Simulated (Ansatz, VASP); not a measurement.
## Two plane-wave programs on C

The input INCAR:

```
SYSTEM = C
ALGO = Normal ; EDIFF = 1E-6
ENCUT = 520 ; GGA = PE
ISIF = 2 ; ISMEAR = 0
IVDW = 12 ; LASPH = .TRUE.
LCHARG = .FALSE. ; LREAL = .FALSE.
LWAVE = .FALSE. ; NBANDS = 16
NELM = 100 ; PREC = Accurate
SIGMA = 0.1
```

The input KPOINTS:

```
k-points
0
G
  15 15 5
  0 0 0
```

POSCAR

```
C
1.0
    2.4649796689      0.0000000000      0.0000000000
   -1.2324898345      2.1347350131      0.0000000000
    0.0000000000      0.0000000000      6.7384331569
C
4
Direct
    0.0000000000      0.0000000000      0.0025000175
    0.0000000000      0.0000000000      0.5025000175
    0.3333333333      0.6666666667      0.0024999825
    0.6666666667      0.3333333333      0.5024999825
```

Input for Ansatz:

```yaml
crystal:
  lattice:
    - [2.4649796689, 0.0, 0.0]
    - [-1.2324898345, 2.1347350131, 0.0]
    - [0.0, 0.0, 6.7384331569]
  atoms:
    - { symbol: C, position: [0.0, 0.0, 0.0025000175] }
    - { symbol: C, position: [0.0, 0.0, 0.5025000175] }
    - { symbol: C, position: [0.3333333333, 0.6666666667, 0.0024999825] }
    - { symbol: C, position: [0.6666666667, 0.3333333333, 0.5024999825] }
basis:
  ecutwfc: 420
kpoints:
  mp_grid: { grid: [15, 15, 5] }
hamiltonian:
  xc: pbe
  dispersion: d3bj
scf:
  occupations: { method: gaussian, width: 0.1 }
output:
  forces: true
  stress: true
  eigenvalues: true
```

Alike in both runs: task single point; functional PBE; dispersion D3(BJ); k mesh 15 × 15 × 5; occupations gaussian, width 0.1 eV; no spin polarisation.

```csv
,VASP,Ansatz
version,VASP 6.6.1,Ansatz 0.2.0
potentials or method,"VASP PAW PBE potentials, release 64 (C), cutoff 520 eV","scalar-relativistic, plane waves, PAW"
valence electrons in the cell,16,16
```

|  | VASP | Ansatz | Ansatz less VASP |
| --- | --- | --- | --- |
| gap on the k mesh at the Fermi level (eV) | none | none | - |
| pressure (GPa) | 0.4 | 0.0 | -0.44 |
| traceless stress, the component that is largest in VASP (GPa) | -0.57 | -0.04 | +0.533 |

A gap of «none» marks a metal or a gap that the smearing closes.
